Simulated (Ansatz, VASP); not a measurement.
# KF: VASP beside Ansatz

File INCAR:

```
SYSTEM = KF
PREC = Accurate
ENCUT = 520
EDIFF = 1E-7
ISMEAR = 0
SIGMA = 0.01
LREAL = .False.
LASPH = .True.
NELM = 80
ALGO = Normal
ISIF = 2
LWAVE = .False.
LCHARG = .True.
GGA = CA
LELF = .True.
LVHAR = .True.
NBANDS = 15
```

Contents of KPOINTS:

```
Automatic mesh
0
Gamma
  5 5 5
  0 0 0
```

POSCAR

```
KF
1.0
    3.2589550000      0.0000000000      0.0000000000
    0.0000000000      3.2589550000      0.0000000000
    0.0000000000      0.0000000000      3.2589550000
K F
1 1
Direct
    0.0000000000      0.0000000000      0.0000000000
    0.5000000000      0.5000000000      0.5000000000
```

Input for Ansatz:

```yaml
crystal:
  lattice:
    - [3.258955, 0.0, 0.0]
    - [0.0, 3.258955, 0.0]
    - [0.0, 0.0, 3.258955]
  atoms:
    - { symbol: K, position: [0.0, 0.0, 0.0] }
    - { symbol: F, position: [0.5, 0.5, 0.5] }
basis:
  ecutwfc: 476.19925930478996
kpoints:
  mp_grid:
    grid: [5, 5, 5]
hamiltonian:
  xc: lda
scf:
  occupations:
    method: fixed
output:
  optics:
    de: 0.05
    sigma: 0.2
    scissors: 0.5
    nscf_kmesh:
      grid: [7, 7, 7]
```

Alike in both runs: task single point; functional LDA; k mesh 5 × 5 × 5; no spin polarisation.

|  | VASP | Ansatz |
| --- | --- | --- |
| version | VASP 6.6.1 | Ansatz 0.2.0 |
| potentials or method | VASP PAW LDA potentials, release 64 (K_sv, F), cutoff 520 eV | plane waves, PAW |
| occupations | gaussian, width 0.01 eV | fixed |
| valence electrons in the cell | 16 | 16 |

Ansatz gave:

```
gap on the k mesh at the Fermi level (eV) : 5.96
```

Question: Which values does VASP return?

Answer: gap on the k mesh at the Fermi level (eV): 5.94.

LDA's correlation is that of Perdew and Zunger in VASP and of Perdew and Wang (1992) in Ansatz.
